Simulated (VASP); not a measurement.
# InP (Fm-3m) in VASP: notebook

The runs below take InP through single point, relaxation of cell and atoms, with PBE.

All numbers are computed with VASP 6.6.1; they aren't measurements. Logs are shortened: lines on timing, memory, paths and dates and some standing lists are left out, and cuts for length are marked.

## 1. The cell of the first run

It takes space group Fm-3m (No. 225, cubic). The conventional cell has a = 5.544 Å, b = 5.544 Å, c = 5.544 Å, α = 90.00°, β = 90.00°, γ = 90.00°. In (site symmetry m-3m) has 6 P at 2.77 Å within 3.7 Å. Within 3.7 Å of P (site symmetry m-3m) lie 6 In at 2.77 Å.

## 2. Single point, PBE

File INCAR:

```
SYSTEM = InP
ALGO = Normal
EDIFF = 1E-7
ENCUT = 520
GGA = PE
ISIF = 2
ISMEAR = -1
LASPH = .True.
LCHARG = .False.
LREAL = .False.
LWAVE = .False.
NBANDS = 16
NELM = 100
PREC = Accurate
SIGMA = 0.15
```

File KPOINTS:

```
k-points
0
Gamma
  14 14 14
  0 0 0
```

File POSCAR:

```
InP
1.0
    0.0000000000      2.7719816220      2.7719816220
    2.7719816220      0.0000000000      2.7719816220
    2.7719816220      2.7719816220      0.0000000000
In P
1 1
Direct
    0.0000000000      0.0000000000      0.0000000000
    0.5000000000      0.5000000000      0.5000000000
```

Potentials or basis: VASP PAW PBE potentials, release 64 (In_d, P).

Command:

```sh
> cat potpaw_PBE.64/In_d/POTCAR potpaw_PBE.64/P/POTCAR > POTCAR
> mpirun -np 1 vasp_std > vasp.out
```

OUTCAR:

```text
SYSTEM = InP
   EDIFF = 1E-7
   ENCUT = 520
   GGA = PE
   ISIF = 2
   ISMEAR = -1
   LASPH = .True.
   LREAL = .False.
   NELM = 100
   PREC = Accurate

 ion  position               nearest neighbor table
   1  0.000  0.000  0.000-   2 2.77   2 2.77   2 2.77   2 2.77   2 2.77   2 2.77
   2  0.500  0.500  0.500-   1 2.77   1 2.77   1 2.77   1 2.77   1 2.77   1 2.77

  LATTYP: Found a face centered cubic cell.
 ALAT       =     5.5439632440

  Lattice vectors:

 A1 = (   0.0000000000,   2.7719816220,   2.7719816220)
 A2 = (   2.7719816220,   0.0000000000,   2.7719816220)
 A3 = (   2.7719816220,   2.7719816220,   0.0000000000)

Analysis of symmetry for initial positions (statically):
=====================================================================
 Subroutine PRICEL returns:
 Original cell was already a primitive cell.

 Routine SETGRP: Setting up the symmetry group for a
 face centered cubic supercell.

 Subroutine GETGRP returns: Found 48 space group operations
 (whereof 48 operations were pure point group operations)
 out of a pool of 48 trial point group operations.

The static configuration has the point symmetry O_h .

Analysis of symmetry for dynamics (positions and initial velocities):
=====================================================================
 Subroutine PRICEL returns:
 Original cell was already a primitive cell.

 Routine SETGRP: Setting up the symmetry group for a
 face centered cubic supercell.

 Subroutine GETGRP returns: Found 48 space group operations
 (whereof 48 operations were pure point group operations)
 out of a pool of 48 trial point group operations.

The dynamic configuration has the point symmetry O_h .

 Subroutine INISYM returns: Found 48 space group operations
 (whereof 48 operations are pure point group operations),
 and found     1 'primitive' translations

----------------------------------------------------------------------------------------

                                     Primitive cell

  volume of cell :      42.5992

  direct lattice vectors                    reciprocal lattice vectors
     0.000000000  2.771981622  2.771981622    -0.180376376  0.180376376  0.180376376
     2.771981622  0.000000000  2.771981622     0.180376376 -0.180376376  0.180376376
     2.771981622  2.771981622  0.000000000     0.180376376  0.180376376 -0.180376376

  length of vectors
     3.920174004  3.920174004  3.920174004     0.312421048  0.312421048  0.312421048

  position of ions in fractional coordinates (direct lattice)
     0.000000000  0.000000000  0.000000000
     0.500000000  0.500000000  0.500000000

  ion indices of the primitive-cell ions
   primitive index   ion index
                 1           1
                 2           2

----------------------------------------------------------------------------------------

 KPOINTS: k-points

Automatic generation of k-mesh.
 Grid dimensions read from file:
 generate k-points for:   14   14   14

 Generating k-lattice:

  Cartesian coordinates                     Fractional coordinates (reciprocal lattice)
    -0.012884027  0.012884027  0.012884027     0.071428571  0.000000000  0.000000000
     0.012884027 -0.012884027  0.012884027     0.000000000  0.071428571  0.000000000
     0.012884027  0.012884027 -0.012884027     0.000000000  0.000000000  0.071428571

  Length of vectors
     0.022315789  0.022315789  0.022315789

  Shift w.r.t. Gamma in fractional coordinates (k-lattice)
     0.000000000  0.000000000  0.000000000

 Subroutine IBZKPT returns following result:
 ===========================================

 Found    104 irreducible k-points:

 Following reciprocal coordinates:
            Coordinates               Weight
  0.000000  0.000000  0.000000      1.000000
  0.071429  0.000000  0.000000      8.000000
  0.142857  0.000000  0.000000      8.000000
  0.214286  0.000000  0.000000      8.000000
  0.285714  0.000000  0.000000      8.000000
  0.357143  0.000000  0.000000      8.000000
[... 16 lines left out ...]
  0.214286  0.142857  0.000000     24.000000
  0.285714  0.142857  0.000000     24.000000
 [... further k-points ...]
   k-points           NKPTS =    104   k-points in BZ     NKDIM =    104   number of bands    NBANDS=     16
   number of dos      NEDOS =    301   number of ions     NIONS =      2
   total plane-waves  NPLWV =  27000
   dimension x,y,z NGX =    30 NGY =   30 NGZ =   30
   dimension x,y,z NGXF=    60 NGYF=   60 NGZF=   60
   ions per type =               1   1
   NGX,Y,Z   is equivalent  to a cutoff of  12.72, 12.72, 12.72 a.u.
   NGXF,Y,Z  is equivalent  to a cutoff of  25.44, 25.44, 25.44 a.u.
 SYSTEM =  InP
   PREC   = accura    normal or accurate (medium, high low for compatibility)
   ISTART =      0    job   : 0-new  1-cont  2-samecut
   ICHARG =      2    charge: 1-file 2-atom 10-const
   ISPIN  =      1    spin polarized calculation?
   LNONCOLLINEAR =      F non collinear calculations
   LSORBIT =      F    spin-orbit coupling
   LASPH  =      T    aspherical Exc in radial PAW
   ENCUT  =  520.0 eV  38.22 Ry    6.18 a.u.   7.29  7.29  7.29*2*pi/ulx,y,z
   NELM   =    100;   NELMIN=  2; NELMDL= -5     # of ELM steps
   EDIFF  = 0.1E-06   stopping-criterion for ELM
   LREAL  =      F    real-space projection
   EDIFFG = 0.1E-05   stopping-criterion for IOM
   NSW    =      0    number of steps for IOM
   IBRION =     -1    ionic relax: 0-MD 1-quasi-New 2-CG
   NFREE  =      0    steps in history (QN), initial steepest desc. (CG)
   ISIF   =      2    stress and relaxation
   ISYM   =      2    0-nonsym 1-usesym 2-fastsym
   POTIM  = 0.5000    time-step for ionic-motion
   TEBEG  =    0.0;   TEEND  =   0.0 temperature during run
   PSTRESS=    0.0 pullay stress
   NELECT =      18.0000    total number of electrons
   NUPDOWN=      -1.0000    fix difference up-down
   EMIN   =  10.00;   EMAX   =-10.00  energy-range for DOS
   EFERMI =   0.00;   METHOD = LEGACY
   ISMEAR =    -1;   SIGMA  =   0.15  broadening in eV -4-tet -1-fermi 0-gaus
   EFERMI_NEDOS =   21; number of points for ismear=-14 and -15
   IALGO  =     38    algorithm
   IMIX   =      4    mixing-type and parameters
     AMIX     =   0.40;   BMIX     =  1.00
     AMIX_MAG =   1.60;   BMIX_MAG =  1.00
  volume/ion in A,a.u.               =      21.30       143.74
  Fermi-wavevector in a.u.,A,eV,Ry     =   1.228472  2.321476 20.533149  1.509144
  Thomas-Fermi vector in A             =   2.363396
   LORBIT       =      0    0 simple, 1 ext, 2 COOP (PROOUT), +10 PAW based schemes
   GGA     = PE    functional components
   LHFCALC =     F    Hartree Fock is set to
   AEXX    =    0.0000 exact exchange contribution
   IVDW    =     0    specifies the selected vdW correction
   LEPSILON=     F    determine dielectric tensor
   LRPA    =     F    only Hartree local field effects (RPA)
 non-spin polarized calculation
  energy-cutoff  :      520.00
  volume of cell :       42.60
 maximum number of plane-waves:      1164
 NGX is ok and might be reduce to    30
   NGX = 15   NGY = 15   NGZ = 15

 number of electron      18.0000009 magnetization

 Free energy of the ion-electron system (eV)
  ---------------------------------------------------
  ext. energy  EPLUGINS =         0.00000000
  ---------------------------------------------------
  free energy    TOTEN  =        -7.95436302 eV

  energy without entropy =       -7.88348210  energy(sigma->0) =       -7.91892256

 E-fermi :   7.0254     XC(G=0): -10.3804

 val. band max:        7.0206335489   @ k =  -0.1429   0.0714   0.0000
 cond. band min:       7.0820531920   @ k =  -0.4286   0.0714   0.0000
 fundamental gap:      0.0614196430
 Fermi energy:         7.0253524739

 k-point     1 :       0.0000    0.0000    0.0000
  band No.  band energies     occupation
      1      -7.2093      2.00000
      2      -7.2093      2.00000
      3      -7.1897      2.00000
      4      -7.1897      2.00000
      5      -7.1897      2.00000
      6      -4.9909      2.00000
[... 8 lines left out ...]
     15      15.4544      0.00000
     16      15.4544      0.00000

 k-point     2 :       0.0714    0.0000    0.0000
  band No.  band energies     occupation
      1      -7.2115      2.00000
      2      -7.2115      2.00000
      3      -7.1898      2.00000
      4      -7.1865      2.00000
      5      -7.1865      2.00000
      6      -4.9276      2.00000
[... 8 lines left out ...]
     15      14.9079      0.00000
     16      15.4613      0.00000

 k-point     3 :       0.1429    0.0000    0.0000
  band No.  band energies     occupation
      1      -7.2193      2.00000
      2      -7.2193      2.00000
      3      -7.1904      2.00000
      4      -7.1761      2.00000
      5      -7.1761      2.00000
      6      -4.7393      2.00000
[... 8 lines left out ...]
     15      14.8648      0.00000
     16      15.3140      0.00000

 k-point     4 :       0.2143    0.0000    0.0000
  band No.  band energies     occupation
      1      -7.2316      2.00000
      2      -7.2316      2.00000
      3      -7.1919      2.00000
      4      -7.1598      2.00000
      5      -7.1598      2.00000
      6      -4.4330      2.00000
[... 8 lines left out ...]
     15      15.3646      0.00000
     16      15.3646      0.00000

 k-point     5 :       0.2857    0.0000    0.0000
  band No.  band energies     occupation
      1      -7.2456      2.00000
      2      -7.2456      2.00000
      3      -7.1943      2.00000
      4      -7.1412      2.00000
      5      -7.1412      2.00000
      6      -4.0255      2.00000
[... 8 lines left out ...]
     15      16.0903      0.00000
     16      16.0903      0.00000

 k-point     6 :       0.3571    0.0000    0.0000
  band No.  band energies     occupation
      1      -7.2583      2.00000
      2      -7.2583      2.00000
      3      -7.1971      2.00000
      4      -7.1242      2.00000
      5      -7.1242      2.00000
      6      -3.5573      2.00000
[... 8 lines left out ...]
     15      16.9561      0.00000
     16      16.9561      0.00000

 k-point     7 :       0.4286    0.0000    0.0000
  band No.  band energies     occupation
      1      -7.2671      2.00000
      2      -7.2671      2.00000
      3      -7.1993      2.00000
      4      -7.1125      2.00000
      5      -7.1125      2.00000
      6      -3.1253      2.00000
[... 8 lines left out ...]
     15      17.8230      0.00000
     16      17.8230      0.00000

 k-point     8 :       0.5000    0.0000    0.0000
  band No.  band energies     occupation
      1      -7.2703      2.00000
      2      -7.2703      2.00000
      3      -7.2001      2.00000
      4      -7.1082      2.00000
      5      -7.1082      2.00000
      6      -2.9305      2.00000
[... 8 lines left out ...]
     15      18.2697      0.00000
     16      18.2697      0.00000

 k-point     9 :       0.0714    0.0714    0.0000
  band No.  band energies     occupation
      1      -7.2173      2.00000
      2      -7.2070      2.00000
      3      -7.1923      2.00000
      4      -7.1846      2.00000
      5      -7.1846      2.00000
      6      -4.9057      2.00000
[... 8 lines left out ...]
     15      15.8922      0.00000
     16      15.8922      0.00000
[... 172 lines left out ...]
 k-point    19 :      -0.2143    0.0714    0.0000
  band No.  band energies     occupation
      1      -7.2412      2.00000
      2      -7.2357      2.00000
      3      -7.1920      2.00000
      4      -7.1586      2.00000
      5      -7.1477      2.00000
      6      -4.2474      2.00000
[... 8 lines left out ...]
     15      15.6553      0.00000
     16      16.5635      0.00000

 k-point    20 :      -0.1429    0.0714    0.0000
  band No.  band energies     occupation
      1      -7.2287      2.00000
      2      -7.2216      2.00000
      3      -7.1913      2.00000
      4      -7.1739      2.00000
      5      -7.1642      2.00000
      6      -4.5917      2.00000
[... 8 lines left out ...]
     15      15.8014      0.00000
     16      15.8781      0.00000

 k-point    21 :      -0.0714    0.0714    0.0000
  band No.  band energies     occupation
      1      -7.2185      2.00000
      2      -7.2127      2.00000
      3      -7.1908      2.00000
      4      -7.1835      2.00000
      5      -7.1780      2.00000
      6      -4.8218      2.00000
[... 8 lines left out ...]
     15      15.3320      0.00000
     16      15.8919      0.00000

 k-point    22 :       0.1429    0.1429    0.0000
  band No.  band energies     occupation
      1      -7.2457      2.00000
      2      -7.2005      2.00000
      3      -7.1998      2.00000
      4      -7.1701      2.00000
      5      -7.1701      2.00000
      6      -4.6442      2.00000
[... 8 lines left out ...]
     15      16.9059      0.00000
     16      16.9059      0.00000

 k-point    23 :       0.2143    0.1429    0.0000
  band No.  band energies     occupation
      1      -7.2672      2.00000
      2      -7.2028      2.00000
      3      -7.2020      2.00000
      4      -7.1604      2.00000
      5      -7.1561      2.00000
      6      -4.4069      2.00000
[... 8 lines left out ...]
     15      16.7552      0.00000
     16      17.1369      0.00000

 k-point    24 :       0.2857    0.1429    0.0000
  band No.  band energies     occupation
      1      -7.2878      2.00000
      2      -7.2113      2.00000
      3      -7.2020      2.00000
      4      -7.1508      2.00000
      5      -7.1374      2.00000
      6      -4.0571      2.00000
[... 8 lines left out ...]
     15      17.0982      0.00000
     16      17.2554      0.00000

 [... further k-points ...]

------------------------ aborting loop because EDIFF is reached ----------------------------------------

  FORCE on cell =-STRESS in cart. coord.  units (eV):
  Direction    XX          YY          ZZ          XY          YZ          ZX
  --------------------------------------------------------------------------------------
  -------------------------------------------------------------------------------------
  Total       -0.0077426     -0.0077426     -0.0077426     -0.0000000     -0.0000000      0.0000000
  in kB       -0.2912038     -0.2912038     -0.2912038     -0.0000000     -0.0000000      0.0000000
  external PRESSURE =      -0.2912038 kB  Pullay stress =       0.0000000 kB

 VOLUME and BASIS-vectors are now :
 -----------------------------------------------------------------------------
  energy-cutoff  :      520.00
  volume of cell :       42.60
      direct lattice vectors                 reciprocal lattice vectors
     0.000000000  2.771981622  2.771981622    -0.180376376  0.180376376  0.180376376
     2.771981622  0.000000000  2.771981622     0.180376376 -0.180376376  0.180376376
     2.771981622  2.771981622  0.000000000     0.180376376  0.180376376 -0.180376376

 POSITION                                       TOTAL-FORCE (eV/Angst)
 -----------------------------------------------------------------------------------
      0.00000      0.00000      0.00000         0.000000     -0.000000      0.000000
      2.77198      2.77198      2.77198        -0.000000      0.000000     -0.000000
 -----------------------------------------------------------------------------------
    total drift:                               -0.000000      0.000000      0.000000

  FREE ENERGIE OF THE ION-ELECTRON SYSTEM (eV)
  ---------------------------------------------------
  free  energy   TOTEN  =        -7.9543630242 eV

  energy  without entropy=       -7.8834821002  energy(sigma->0) =       -7.91892256
```

Wall time 81 s (1 thread of Intel Xeon 8259CL, shared host); peak memory 0.22 GiB.

What came out:

```
Free energy            : -7.9544 eV
Pressure               : 0.0 GPa
Band gap on the k mesh : zero (bands 9 and 10 overlap by 2.62 eV)
```

Levels at points of the mesh, in eV from the Fermi level:
```
           k point  band 6  band 7  band 8  band 9  band 10  band 11  band 12  band 13
(0.00, 0.00, 0.00)  -12.02   -0.31   -0.31   -0.31     0.47     7.07     7.07     7.07
(0.50, 0.00, 0.00)   -9.96   -6.64    0.11    0.11     2.46     3.38     3.38     5.14
(0.50, 0.50, 0.00)   -8.86   -4.95   -2.53   -2.35    -2.35     3.82     9.81     9.81
```

Caveat: spin-orbit coupling is left out, which moves the levels of the heavy elements.

## 3. Single point, PBE (21.73 Å³/atom)

This run uses another cell than the first one, of 21.73 Å³/atom.

File INCAR:

```
PREC = Accurate ; ENCUT = 520
EDIFF = 1E-6 ; ISMEAR = -1
SIGMA = 0.15 ; LREAL = False
LASPH = True ; NELM = 100
ALGO = Normal ; ISIF = 2
LWAVE = False ; LCHARG = False
GGA = PE ; NBANDS = 16
```

File KPOINTS:

```
Automatic mesh
0
Gamma
  14 14 14
```

File POSCAR:

```
InP
1.0
    0.0000000000      2.7903396512      2.7903396512
    2.7903396512      0.0000000000      2.7903396512
    2.7903396512      2.7903396512      0.0000000000
In P
1 1
Direct
    0.0000000000      0.0000000000      0.0000000000
    0.5000000000      0.5000000000      0.5000000000
```

Potentials or basis: VASP PAW PBE potentials, release 64 (In_d, P).

Command:

```sh
> cat potpaw_PBE.64/In_d/POTCAR potpaw_PBE.64/P/POTCAR > POTCAR
> mpirun -np 1 vasp_std > vasp.out
```

It took 72 s on 1 thread of Intel Xeon 8259CL, shared host; peak memory 0.22 GiB.

The run converged. Its results:

* Free energy: -7.9508 eV
* Pressure: -1.4 GPa
* Band gap on the k mesh: zero (bands 9 and 10 overlap by 2.55 eV)

Levels at points of the mesh, in eV from the Fermi level:
| k point | band 7 | band 8 | band 9 | band 10 | band 11 | band 12 |
| --- | --- | --- | --- | --- | --- | --- |
| (0.00, 0.00, 0.00) | -0.30 | -0.30 | -0.30 | 0.31 | 7.07 | 7.07 |
| (0.50, 0.00, 0.00) | -6.54 | 0.11 | 0.11 | 2.45 | 3.39 | 3.39 |
| (0.50, 0.50, 0.00) | -4.83 | -2.55 | -2.29 | -2.29 | 3.86 | 9.64 |

Caveat: spin-orbit coupling is left out, which moves the levels of the heavy elements.

(Part 1 of 2 ends here.)

The gap in the log of VASP goes by the Fermi energy; the results here count the filled bands.